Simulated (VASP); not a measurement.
A run of VASP 6.6.1 is set up as follows.

Contents of INCAR:

```
PREC = Accurate ; ENCUT = 600
EDIFF = 1E-6 ; ISMEAR = -1
SIGMA = 0.05 ; LREAL = F
LASPH = T ; NELM = 100
ALGO = Normal ; ISIF = 3
LWAVE = F ; LCHARG = F
GGA = PE ; IBRION = 2
NSW = 60 ; EDIFFG = -0.005
```

The input KPOINTS:

```
regular mesh
0
Gamma
  11 11 11
```

Contents of POSCAR:

```
HgTe
1.0
    3.4391055875      0.0000000000      0.0000000000
    0.0000000000      3.4391055875      0.0000000000
    0.0000000000      0.0000000000      3.4391055875
Hg Te
1 1
Direct
    0.0000000000      0.0000000000      0.0000000000
    0.5000000000      0.5000000000      0.5000000000
```

Potentials or basis: VASP PAW PBE potentials, release 64 (Hg, Te).

Launch:

```console
$ cat potpaw_PBE.64/Hg/POTCAR potpaw_PBE.64/Te/POTCAR > POTCAR
$ mpirun -np 1 vasp_std > vasp.out
```

Problem. What does it give for the space group after relaxing (to 0.1 Å)?

Solution. Pm-3m (No. 221).

Problem. Estimate the band gap on the k mesh.

Solution. Zero (bands 9 and 10 overlap by 1.85 eV).

Final structure:
```
Hg Te
1.0
     3.80615    0.00000    0.00000
     0.00000    3.80615    0.00000
     0.00000    0.00000    3.80615
Hg Te
1 1
Direct
  0.00000 0.00000 0.00000
  0.50000 0.50000 0.50000
```

Caveat: spin-orbit coupling is left out, which moves the levels of the heavy elements.
